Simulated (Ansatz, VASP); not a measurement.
# MgCdS4 in VASP and in Ansatz

INCAR

```
SYSTEM = MgCdS4
ALGO = Normal
EDIFF = 1E-6
EDIFFG = -0.04
ENCUT = 600
GGA = PE
IBRION = 2
ISIF = 3
ISMEAR = 0
LASPH = .TRUE.
LCHARG = .FALSE.
LREAL = .FALSE.
LWAVE = .FALSE.
NELM = 80
NSW = 90
PREC = Accurate
SIGMA = 0.1
```

KPOINTS

```
k-points
0
G
  4 4 4
  0 0 0
```

POSCAR

```
MgCdS4
1.0
    4.1180337900      0.0000000000      0.0000000000
    0.0000000000      4.1180337900      0.0000000000
    0.0000000000      0.0000000000      7.2377052600
Mg Cd S
1 1 4
Direct
    0.5000000000      0.5000000000      0.5000000000
    0.0000000000      0.0000000000      0.0000000000
    0.5000000000      0.0000000000      0.0000000000
    0.0000000000      0.5000000000      0.0000000000
    0.0000000000      0.0000000000      0.2737000000
    0.0000000000      0.0000000000      0.7263000000
```

Input for Ansatz:

```yaml
crystal:
  lattice:
    - [4.11803379, 0.0, 0.0]
    - [0.0, 4.11803379, 0.0]
    - [0.0, 0.0, 7.23770526]
  atoms:
    - { symbol: Mg, position: [0.5, 0.5, 0.5] }
    - { symbol: Cd, position: [0.0, 0.0, 0.0] }
    - { symbol: S, position: [0.5, 0.0, 0.0] }
    - { symbol: S, position: [0.0, 0.5, 0.0] }
    - { symbol: S, position: [0.0, 0.0, 0.2737] }
    - { symbol: S, position: [0.0, 0.0, 0.7263] }
basis:
  ecutwfc: 420
kpoints:
  mp_grid: { grid: [4, 4, 4] }
hamiltonian:
  xc: pbe
scf:
  occupations: { method: gaussian, width: 0.1 }
  lower_state_search: "off"
output:
  forces: true
  stress: true
  eigenvalues: true
relax:
  adjacent_minimum: "off"
  f_tol: 0.04
  max_steps: 70
  cell: { stress_tol: 0.4 }
```

Change from the starting cell: species swapped into the AlTlF4 type (P4/mmm, No. 123).

Alike in both runs: task relaxation of cell and atoms; functional PBE; k mesh 4 × 4 × 4; occupations gaussian, width 0.1 eV; no spin polarisation.

|  | VASP | Ansatz |
| --- | --- | --- |
| version | VASP 6.6.1 | Ansatz 0.2.0 |
| potentials or method | VASP PAW PBE potentials, release 64 (Mg, Cd, S), cutoff 600 eV | scalar-relativistic, plane waves, PAW |
| valence electrons in the cell | 38 | 54 |

|  | VASP | Ansatz | Ansatz less VASP |
| --- | --- | --- | --- |
| gap on the k mesh at the Fermi level, each at its own relaxed structure (eV) | none | none | - |
| relaxed volume (Å³/atom) | 33.15 | 33.87 | +0.715 |
| relaxed cell length with the largest relative difference (Å) | 9.295 | 9.569 | +0.2736 |

A gap of «none» marks a metal or a gap that the smearing closes. VASP's potentials hold 38 valence electrons a cell and Ansatz's 54, so a difference there can come from the potentials and not from the codes.

The k mesh is coarse, so the values compare programs but aren't converged. Noted on VASP's run: the volume moved by over 15 % at a fixed basis, so the end points are rough.
